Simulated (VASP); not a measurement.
Wanted: the native input for a VASP 6.6.1 run.

| Quantity | Value |
| --- | --- |
| Task | single point |
| Functional | r2SCAN |
| Potentials or basis | VASP PAW PBE potentials, release 64 (Co) |
| Cutoff | 520 eV |
| k mesh | 17 × 17 × 12 |
| Occupations | fermi-dirac, width 0.1 eV |
| Spin | no spin polarisation |
| Dipole correction | no |
| Further INCAR settings | ALGO = Normal; EDIFF = 1e-07; NBANDS = 16 |

Co:

```xyz
2
Lattice="-2.1752 2.1751 1.2443 2.1751 -2.1752 1.2443 2.1755 2.1755 -1.2444" Properties=species:S:1:pos:R:3 pbc="T T T"
Co    0.0003    4.3506   -0.0001
Co    0.0001    2.1753    0.6221
```

One way to write it, as run:

POSCAR

```
Co
1.0
   -2.1751995881      2.1751322333      1.2442901459
    2.1751322333     -2.1751995881      1.2442901459
    2.1754964179      2.1754964179     -1.2444135063
Co
2
Direct
    0.9999945772      0.0000054228      1.0000000000
    0.7500054228      0.2499945772      0.5000000000
```

INCAR.step1

```
SYSTEM = Co
ALGO = Normal ; EDIFF = 1E-4
ENCUT = 520 ; GGA = PE
ISMEAR = -1 ; LASPH = .True.
LCHARG = .False. ; LREAL = .False.
LWAVE = .True. ; NBANDS = 16
NELM = 80 ; PREC = Accurate
SIGMA = 0.1
```

INCAR.step2

```
SYSTEM = Co
ALGO = Normal ; EDIFF = 1E-7
ENCUT = 520 ; ISIF = 2
ISMEAR = -1 ; ISTART = 1
LASPH = .True. ; LCHARG = .False.
LMIXTAU = .True. ; LREAL = .False.
LWAVE = .False. ; METAGGA = R2SCAN
NBANDS = 16 ; NELM = 80
PREC = Accurate ; SIGMA = 0.1
```

KPOINTS

```
k-points
0
Gamma
  17 17 12
  0 0 0
```

Potentials or basis: VASP PAW PBE potentials, release 64 (Co).

Launch:

```bash
$ cat potpaw_PBE.64/Co/POTCAR > POTCAR
$ cp INCAR.step1 INCAR
$ mpirun -np 1 vasp_std > vasp.out
$ cp INCAR.step2 INCAR
$ mpirun -np 1 vasp_std > vasp.out
```

Results of the run:

| Property | Result |
| --- | --- |
| Pressure | -14.6 GPa |
| Band gap on the k mesh | zero (bands 9 and 10 overlap by 1.27 eV) |

Caveat: the cell stands under tension; the PAW data sets were made with another functional, which shifts forces and pressure a little; the run has no spin polarisation, though such a crystal can be magnetic.

It took 16 min on 1 thread of Intel(R) Xeon(R) 6975P-C (Granite Rapids), with other jobs on the host, peak memory 0.41 GiB.
